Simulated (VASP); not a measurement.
# Sc (Im-3m) in VASP: further runs

The runs below take Sc through single point, relaxation of cell and atoms, with r2SCAN.

All numbers are computed with VASP 6.6.1; they aren't measurements. Logs are shortened: lines on timing, memory, paths and dates and some standing lists are left out, and cuts for length are marked.

## (1) The cell of the first run

The structure is cubic, space group Im-3m (No. 229). The conventional cell has a = 3.391 Å, b = 3.391 Å, c = 3.391 Å, α = 90.00°, β = 90.00°, γ = 90.00°. Sc (site symmetry m-3m) has 14 Sc at 2.94 to 3.39 Å within 3.9 Å.

This isn't the form of Sc at room conditions, which is hcp.

## (2) Single point, r2SCAN

Contents of POSCAR:

```
Sc
1.0
   -1.6955519712      1.6955519712      1.6955519712
    1.6955519712     -1.6955519712      1.6955519712
    1.6955519712      1.6955519712     -1.6955519712
Sc
1
Direct
    0.0000000000      0.0000000000      0.0000000000
```

Contents of INCAR.step1:

```
  ALGO = Normal
  EDIFF = 1E-5
  ENCUT = 550
  GGA = PE
  GGA_COMPAT = F
  ISMEAR = 0
  LASPH = T
  LCHARG = F
  LREAL = F
  LWAVE = T
  NBANDS = 12
  NELM = 120
  PREC = Accurate
  SIGMA = 0.1
```

Contents of INCAR.step2:

```
  ALGO = Normal
  EDIFF = 1E-6
  ENCUT = 550
  GGA_COMPAT = F
  ISIF = 2
  ISMEAR = 0
  ISTART = 1
  LASPH = T
  LCHARG = T
  LELF = T
  LMIXTAU = T
  LREAL = F
  LVHAR = T
  LWAVE = F
  METAGGA = R2SCAN
  NBANDS = 12
  NELM = 120
  PREC = Accurate
  SIGMA = 0.1
```

Contents of KPOINTS:

```
k-points
0
Gamma
  9 9 9
```

Potentials or basis: VASP PAW PBE potentials, release 64 (Sc_sv).

The run is started by

```console
$ cat potpaw_PBE.64/Sc_sv/POTCAR > POTCAR
$ cp INCAR.step1 INCAR
$ mpirun -np 1 vasp_std > vasp.out
$ cp INCAR.step2 INCAR
$ mpirun -np 1 vasp_std > vasp.out
```

OUTCAR:

```text
EDIFF = 1E-6
   ENCUT = 550
   ISIF = 2
   ISMEAR = 0
   ISTART = 1
   LASPH = T
   LREAL = F
   METAGGA = R2SCAN
   NELM = 120
   PREC = Accurate

 ion  position               nearest neighbor table
   1  0.000  0.000  0.000-

  LATTYP: Found a body centered cubic cell.
 ALAT       =     3.3911039424

  Lattice vectors:

 A1 = (  -1.6955519712,   1.6955519712,   1.6955519712)
 A2 = (   1.6955519712,  -1.6955519712,   1.6955519712)
 A3 = (   1.6955519712,   1.6955519712,  -1.6955519712)

Analysis of symmetry for initial positions (statically):
=====================================================================
 Subroutine PRICEL returns:
 Original cell was already a primitive cell.

 Routine SETGRP: Setting up the symmetry group for a
 body centered cubic supercell.

 Subroutine GETGRP returns: Found 48 space group operations
 (whereof 48 operations were pure point group operations)
 out of a pool of 48 trial point group operations.

The static configuration has the point symmetry O_h .

Analysis of symmetry for dynamics (positions and initial velocities):
=====================================================================
 Subroutine PRICEL returns:
 Original cell was already a primitive cell.

 Routine SETGRP: Setting up the symmetry group for a
 body centered cubic supercell.

 Subroutine GETGRP returns: Found 48 space group operations
 (whereof 48 operations were pure point group operations)
 out of a pool of 48 trial point group operations.

The dynamic configuration has the point symmetry O_h .

 Subroutine INISYM returns: Found 48 space group operations
 (whereof 48 operations are pure point group operations),
 and found     1 'primitive' translations

----------------------------------------------------------------------------------------

                                     Primitive cell

  volume of cell :      19.4981

  direct lattice vectors                    reciprocal lattice vectors
    -1.695551971  1.695551971  1.695551971     0.000000000  0.294889221  0.294889221
     1.695551971 -1.695551971  1.695551971     0.294889221  0.000000000  0.294889221
     1.695551971  1.695551971 -1.695551971     0.294889221  0.294889221  0.000000000

  length of vectors
     2.936782161  2.936782161  2.936782161     0.417036336  0.417036336  0.417036336

  position of ions in fractional coordinates (direct lattice)
     0.000000000  0.000000000  0.000000000

  ion indices of the primitive-cell ions
   primitive index   ion index
                 1           1

----------------------------------------------------------------------------------------

 KPOINTS: k-points

Automatic generation of k-mesh.
 Grid dimensions read from file:
 generate k-points for:    9    9    9

 Generating k-lattice:

  Cartesian coordinates                     Fractional coordinates (reciprocal lattice)
     0.000000000  0.032765469  0.032765469     0.111111111  0.000000000  0.000000000
     0.032765469  0.000000000  0.032765469     0.000000000  0.111111111  0.000000000
     0.032765469  0.032765469  0.000000000     0.000000000  0.000000000  0.111111111

  Length of vectors
     0.046337371  0.046337371  0.046337371

  Shift w.r.t. Gamma in fractional coordinates (k-lattice)
     0.000000000  0.000000000  0.000000000

 Subroutine IBZKPT returns following result:
 ===========================================

 Found     35 irreducible k-points:

 Following reciprocal coordinates:
            Coordinates               Weight
  0.000000  0.000000  0.000000      1.000000
  0.111111  0.000000  0.000000     12.000000
  0.222222  0.000000  0.000000     12.000000
  0.333333  0.000000  0.000000     12.000000
  0.444444  0.000000  0.000000     12.000000
  0.111111  0.111111  0.000000     24.000000
[... 16 lines left out ...]
 -0.333333  0.444444  0.111111     48.000000
 -0.444444 -0.444444  0.111111     24.000000
 [... further k-points ...]
   k-points           NKPTS =     35   k-points in BZ     NKDIM =     35   number of bands    NBANDS=     12
   number of dos      NEDOS =    301   number of ions     NIONS =      1
   total plane-waves  NPLWV =  13824
   dimension x,y,z NGX =    24 NGY =   24 NGZ =   24
   dimension x,y,z NGXF=    48 NGYF=   48 NGZF=   48
   ions per type =               1
   NGX,Y,Z   is equivalent  to a cutoff of  13.59, 13.59, 13.59 a.u.
   NGXF,Y,Z  is equivalent  to a cutoff of  27.17, 27.17, 27.17 a.u.
 SYSTEM =  unknown system
   PREC   = accura    normal or accurate (medium, high low for compatibility)
   ISTART =      1    job   : 0-new  1-cont  2-samecut
   ICHARG =      0    charge: 1-file 2-atom 10-const
   ISPIN  =      1    spin polarized calculation?
   LNONCOLLINEAR =      F non collinear calculations
   LSORBIT =      F    spin-orbit coupling
   LASPH  =      T    aspherical Exc in radial PAW
   ENCUT  =  550.0 eV  40.42 Ry    6.36 a.u.   5.62  5.62  5.62*2*pi/ulx,y,z
   NELM   =    120;   NELMIN=  2; NELMDL=  0     # of ELM steps
   EDIFF  = 0.1E-05   stopping-criterion for ELM
   LREAL  =      F    real-space projection
   EDIFFG = 0.1E-04   stopping-criterion for IOM
   NSW    =      0    number of steps for IOM
   IBRION =     -1    ionic relax: 0-MD 1-quasi-New 2-CG
   NFREE  =      0    steps in history (QN), initial steepest desc. (CG)
   ISIF   =      2    stress and relaxation
   ISYM   =      2    0-nonsym 1-usesym 2-fastsym
   POTIM  = 0.5000    time-step for ionic-motion
   TEBEG  =    0.0;   TEEND  =   0.0 temperature during run
   PSTRESS=    0.0 pullay stress
   NELECT =      11.0000    total number of electrons
   NUPDOWN=      -1.0000    fix difference up-down
   EMIN   =  10.00;   EMAX   =-10.00  energy-range for DOS
   EFERMI =   0.00;   METHOD = LEGACY
   ISMEAR =     0;   SIGMA  =   0.10  broadening in eV -4-tet -1-fermi 0-gaus
   EFERMI_NEDOS =   21; number of points for ismear=-14 and -15
   IALGO  =     38    algorithm
   IMIX   =      4    mixing-type and parameters
     AMIX     =   0.40;   BMIX     =  1.00
     AMIX_MAG =   1.60;   BMIX_MAG =  1.00
  volume/ion in A,a.u.               =      19.50       131.58
  Fermi-wavevector in a.u.,A,eV,Ry     =   1.352720  2.556270 24.896645  1.829852
  Thomas-Fermi vector in A             =   2.480035
   LORBIT       =      0    0 simple, 1 ext, 2 COOP (PROOUT), +10 PAW based schemes
   METAGGA = R2SCAN    functional components
   LHFCALC =     F    Hartree Fock is set to
   AEXX    =    0.0000 exact exchange contribution
   IVDW    =     0    specifies the selected vdW correction
   LEPSILON=     F    determine dielectric tensor
   LRPA    =     F    only Hartree local field effects (RPA)
 non-spin polarized calculation
 Gauss-broadening in eV      SIGMA  =   0.10
  energy-cutoff  :      550.00
  volume of cell :       19.50
 maximum number of plane-waves:       603
   NGX = 11   NGY = 11   NGZ = 11

 number of electron      10.9999997 magnetization

 Free energy of the ion-electron system (eV)
  ---------------------------------------------------
  ext. energy  EPLUGINS =         0.00000000
  ---------------------------------------------------
  free energy    TOTEN  =       -10.97871273 eV

  energy without entropy =      -10.97116228  energy(sigma->0) =      -10.97493750

 E-fermi :   5.3798     XC(G=0): -11.6590

 val. band max:        5.3109643145   @ k =   0.3333   0.2222   0.0000
 cond. band min:       5.4248997256   @ k =   0.2222   0.2222   0.0000
 fundamental gap:      0.1139354111
 Fermi energy:         5.3798224279

 k-point     1 :       0.0000    0.0000    0.0000
  band No.  band energies     occupation
      1     -45.7285      2.00000
      2     -22.9508      2.00000
      3     -22.9507      2.00000
      4     -22.9507      2.00000
      5      -0.5835      2.00000
      6       7.4404      0.00000
      7       7.4405      0.00000
      8       7.4405      0.00000
      9       9.1882      0.00000
     10       9.1882      0.00000
     11      21.6724      0.00000
     12      21.6724      0.00000

 k-point     2 :       0.1111    0.0000    0.0000
  band No.  band energies     occupation
      1     -45.7086      2.00000
      2     -23.0584      2.00000
      3     -22.9816      2.00000
      4     -22.9520      2.00000
      5      -0.1575      2.00000
      6       7.2035      0.00000
      7       7.3078      0.00000
      8       7.7734      0.00000
      9       8.9438      0.00000
     10       9.2022      0.00000
     11      21.4039      0.00000
     12      21.6658      0.00000

 k-point     3 :       0.2222    0.0000    0.0000
  band No.  band energies     occupation
      1     -45.6578      2.00000
      2     -23.3235      2.00000
      3     -23.0590      2.00000
      4     -22.9553      2.00000
      5       0.9823      2.00000
      6       6.6590      0.00000
      7       6.6751      0.00000
      8       8.6991      0.00000
      9       8.8737      0.00000
     10       9.2842      0.00000
     11      19.9137      0.00000
     12      20.7597      0.00000

 k-point     4 :       0.3333    0.0000    0.0000
  band No.  band energies     occupation
      1     -45.5994      2.00000
      2     -23.6130      2.00000
      3     -23.1456      2.00000
      4     -22.9591      2.00000
      5       2.3463      2.00000
      6       6.0769      0.00000
      7       6.1146      0.00000
      8       9.1381      0.00000
      9       9.4703      0.00000
     10       9.9629      0.00000
     11      17.4359      0.00000
     12      19.1373      0.00000

 k-point     5 :       0.4444    0.0000    0.0000
  band No.  band energies     occupation
      1     -45.5610      2.00000
      2     -23.7959      2.00000
      3     -23.2014      2.00000
      4     -22.9617      2.00000
      5       3.0655      2.00000
      6       5.7922      0.00000
      7       6.2799      0.00000
      8       9.2871      0.00000
      9       9.6599      0.00000
     10      10.9974      0.00000
     11      15.4973      0.00000
     12      18.0385      0.00000
[... 228 lines left out ...]
      1     -45.5901      2.00000
      2     -23.4976      2.00000
      3     -23.1928      2.00000
      4     -23.0771      2.00000
      5       2.5004      2.00000
      6       5.8716      0.00000
      7       6.8347      0.00000
      8       8.0399      0.00000
      9       9.4544      0.00000
     10      10.0070      0.00000
     11      18.9312      0.00000
     12      19.2499      0.00000

 k-point    22 :      -0.4444    0.4444    0.1111
  band No.  band energies     occupation
      1     -45.5475      2.00000
      2     -23.7633      2.00000
      3     -23.2388      2.00000
      4     -23.0308      2.00000
      5       3.3750      2.00000
      6       5.7244      0.00000
      7       6.1548      0.00000
      8       8.7161      0.00000
      9      10.3023      0.00000
     10      10.9397      0.00000
     11      15.4663      0.00000
     12      18.7077      0.00000

 k-point    23 :      -0.3333    0.4444    0.1111
  band No.  band energies     occupation
      1     -45.5454      2.00000
      2     -23.6592      2.00000
      3     -23.2993      2.00000
      4     -23.0830      2.00000
      5       3.5946      2.00000
      6       5.2182      1.97774
      7       6.4806      0.00000
      8       8.5009      0.00000
      9       9.9616      0.00000
     10      11.0873      0.00000
     11      16.4507      0.00000
     12      18.0927      0.00000

 k-point    24 :      -0.4444   -0.4444    0.1111
  band No.  band energies     occupation
      1     -45.5277      2.00000
      2     -23.7228      2.00000
      3     -23.3426      2.00000
      4     -23.0828      2.00000
      5       3.9296      2.00000
      6       5.2322      1.96315
      7       6.2046      0.00000
      8       8.6114      0.00000
      9      10.3298      0.00000
     10      12.0144      0.00000
     11      14.9549      0.00000
     12      17.5602      0.00000

 [... further k-points ...]

------------------------ aborting loop because EDIFF is reached ----------------------------------------

  FORCE on cell =-STRESS in cart. coord.  units (eV):
  Direction    XX          YY          ZZ          XY          YZ          ZX
  --------------------------------------------------------------------------------------
  -------------------------------------------------------------------------------------
  Total        2.4775152      2.4775152      2.4775152      0.0000000     -0.0000000      0.0000000
  in kB      203.5792964    203.5792964    203.5792964      0.0000000     -0.0000000      0.0000000
  external PRESSURE =     203.5792964 kB  Pullay stress =       0.0000000 kB

 VOLUME and BASIS-vectors are now :
 -----------------------------------------------------------------------------
  energy-cutoff  :      550.00
  volume of cell :       19.50
      direct lattice vectors                 reciprocal lattice vectors
    -1.695551971  1.695551971  1.695551971     0.000000000  0.294889221  0.294889221
     1.695551971 -1.695551971  1.695551971     0.294889221  0.000000000  0.294889221
     1.695551971  1.695551971 -1.695551971     0.294889221  0.294889221  0.000000000

 POSITION                                       TOTAL-FORCE (eV/Angst)
 -----------------------------------------------------------------------------------
      0.00000      0.00000      0.00000         0.000000     -0.000000      0.000000
 -----------------------------------------------------------------------------------
    total drift:                                0.000000      0.000000     -0.000000

  FREE ENERGIE OF THE ION-ELECTRON SYSTEM (eV)
  ---------------------------------------------------
  free  energy   TOTEN  =       -10.9787127288 eV

  energy  without entropy=      -10.9711622777  energy(sigma->0) =      -10.97493750
```

It took 24 s on 1 thread of Intel Xeon Platinum 8259CL at 2.50GHz (Skylake/Cascade Lake), shared host; peak memory 0.14 GiB.

What came out:

| Property | Result |
| --- | --- |
| Free energy | -10.9787 eV |
| Pressure | 20.4 GPa |
| Band gap on the k mesh | zero (an odd number of electrons rules out a gap without spin polarisation) |

Caveat: the cell stands under pressure; the PAW data sets were made with another functional, which shifts forces and pressure a little.

## (3) Single point, r2SCAN

This run uses another cell than the first one, of 21.68 Å³/atom.

Contents of POSCAR:

```
Sc
1.0
   -1.7566397485      1.7566397485      1.7566397485
    1.7566397485     -1.7566397485      1.7566397485
    1.7566397485      1.7566397485     -1.7566397485
Sc
1
Direct
    0.0000000000      0.0000000000      0.0000000000
```

Contents of INCAR.step1:

```
SYSTEM = Sc
  PREC = Accurate
  ENCUT = 550
  ISMEAR = 0
  SIGMA = 0.1
  LREAL = .False.
  LASPH = .True.
  NELM = 120
  NBANDS = 12
  GGA = PE
  ALGO = Normal
  EDIFF = 1E-5
  LWAVE = .True.
  LCHARG = .False.
  GGA_COMPAT = .False.
```

Contents of INCAR.step2:

```
SYSTEM = Sc
  PREC = Accurate
  ENCUT = 550
  EDIFF = 1E-6
  ISMEAR = 0
  SIGMA = 0.1
  LREAL = .False.
  LASPH = .True.
  NELM = 120
  ALGO = Normal
  ISIF = 2
  LWAVE = .False.
  LCHARG = .True.
  METAGGA = R2SCAN
  LMIXTAU = .True.
  LELF = .True.
  LVHAR = .True.
  NBANDS = 12
  ISTART = 1
  GGA_COMPAT = .False.
```

Contents of KPOINTS:

```
Automatic mesh
0
Gamma
  9 9 9
  0 0 0
```

Potentials or basis: VASP PAW PBE potentials, release 64 (Sc_sv).

The run is started by

```console
$ cat potpaw_PBE.64/Sc_sv/POTCAR > POTCAR
$ cp INCAR.step1 INCAR
$ mpirun -np 1 vasp_std > vasp.out
$ cp INCAR.step2 INCAR
$ mpirun -np 1 vasp_std > vasp.out
```

Wall time 21 s (1 thread of Intel Xeon Platinum 8259CL at 2.50GHz (Skylake/Cascade Lake), shared host); peak memory 0.14 GiB.

It converged, with:

```yaml
Free_energy: -11.1843 eV
Pressure: 10.3 GPa
Band_gap_on_the_k_mesh: zero (an odd number of electrons rules out a gap without spin polarisation)
```

Levels at points of the mesh, in eV from the Fermi level:
```
           k point  band 1  band 2  band 3  band 4  band 5  band 6  band 7  band 8  band 9  band 10
(0.00, 0.00, 0.00)  -51.37  -28.71  -28.71  -28.71   -5.83    1.91    1.91    1.91    3.47     3.47
```

Caveat: the cell stands under pressure; the PAW data sets were made with another functional, which shifts forces and pressure a little.

(Continued in part 2 of 2.)
